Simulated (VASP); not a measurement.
Crystal: BaF2.

```
CELL_PARAMETERS angstrom
0.00000 3.11287 3.11287
3.11287 0.00000 3.11287
3.11287 3.11287 0.00000
ATOMIC_POSITIONS crystal
Ba 0.00000 0.00000 0.00000
F 0.25000 0.25000 0.25000
F 0.75000 0.75000 0.75000
```

- Program: VASP 6.6.1
- Task: relaxation of cell and atoms
- Functional: PBE
- Potentials or basis: VASP PAW PBE potentials, release 64 (Ba_sv, F_h)
- Cutoff: 1350 eV
- k mesh: 6 × 6 × 6
- Occupations: gaussian, width 0.02 eV
- Spin: no spin polarisation

At the start: pressure 1.5 GPa; volume 20.11 Å³/atom.

Q: How do energy, volume and symmetry change on relaxing?

A: Over 3 steps the energy falls by 2.3 meV/atom and the volume is 20.61 Å³/atom (+2.5 %); space group Fm-3m (No. 225, to 0.1 Å) before and after.

The path:
```csv
step,energy change (eV),largest force (eV/Å),pressure (GPa),volume (Å³)
1,0.0000,0.0000,1.45,60.33
2,-0.0068,0.0000,-0.08,61.93
3,-0.0068,0.0000,0.00,61.84
```

Final structure:
```yaml
crystal:
  lattice:
    - [0.00000, 3.13875, 3.13875]
    - [3.13875, 0.00000, 3.13875]
    - [3.13875, 3.13875, 0.00000]
  atoms:
    - { symbol: Ba, position: [0.00000, 0.00000, 0.00000] }
    - { symbol: F, position: [0.25000, 0.25000, 0.25000] }
    - { symbol: F, position: [0.75000, 0.75000, 0.75000] }
```
